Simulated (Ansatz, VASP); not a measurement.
One calculation of Ca2AlO, two programs

```xyz
4
Lattice="3.5234 0.0000 0.0000 0.0000 3.5234 0.0000 0.0000 0.0000 8.1396" Properties=species:S:1:pos:R:3 pbc="T T T"
Ca    0.0000    1.7617    2.6902
Ca    1.7617    0.0000    5.4494
Al    0.0000    0.0000    0.0000
O     1.7617    1.7617    4.0698
```

Change from the starting cell: species swapped into the ZnSnAs2 type (P-4m2, No. 115).

Alike in both runs: functional PBE; k mesh 4 × 4 × 4; occupations gaussian, width 0.1 eV; no spin polarisation.

Ansatz relaxed the structure, and its values are those at the end. VASP's run is a single point on that final structure, the one shown.

|  | VASP | Ansatz |
| --- | --- | --- |
| version | VASP 6.6.1 | Ansatz 0.2.0 |
| potentials or method | VASP PAW PBE potentials, release 64 (Ca_sv, Al, O), cutoff 520 eV | scalar-relativistic, plane waves, PAW |
| valence electrons in the cell | 29 | 29 |

```tsv
	VASP	Ansatz	Ansatz less VASP
gap on the k mesh at the Fermi level (eV)	none	none	-
pressure (GPa)	0.3	0.1	-0.18
rms of the force components (eV/Å)	0.024	0.001	-0.0229
```

A gap of «none» marks a metal or a gap that the smearing closes. The functional is the same, so the differences come from potentials, cutoffs and numerics.

The k mesh is coarse, so the values compare programs but aren't converged.
